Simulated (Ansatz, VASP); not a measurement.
Au in VASP and in Ansatz

```
Au
1.0
    -1.57441    1.57441    1.74013
     1.57441   -1.57441    1.74013
     1.57441    1.57441   -1.74013
Au
1
Direct
  0.00000 0.00000 0.00000
```

Change from the starting cell: strain -0.050 along x and y, +0.050 along z, atoms carried along.

Alike in both runs: task single point; functional PBEsol; k mesh 20 × 20 × 20; occupations gaussian, width 0.15 eV; no spin polarisation.

|  | VASP | Ansatz |
| --- | --- | --- |
| version | VASP 6.6.1 | Ansatz 0.2.0 |
| potentials or method | VASP PAW PBE potentials, release 64 (Au), cutoff 520 eV | scalar-relativistic, plane waves, PAW |
| valence electrons in the cell | 11 | 19 |

```tsv
	VASP	Ansatz	Ansatz less VASP
gap on the k mesh at the Fermi level (eV)	none	none	-
pressure (GPa)	-2.3	-2.0	+0.28
traceless stress, the component that is largest in VASP (GPa)	0.56	0.55	-0.011
```

VASP's potentials were made for PBE, not for PBEsol. A gap of «none» marks a metal or a gap that the smearing closes. VASP's potentials hold 11 valence electrons a cell and Ansatz's 19, so a difference there can come from the potentials and not from the codes.

Neither program's run includes spin-orbit coupling.
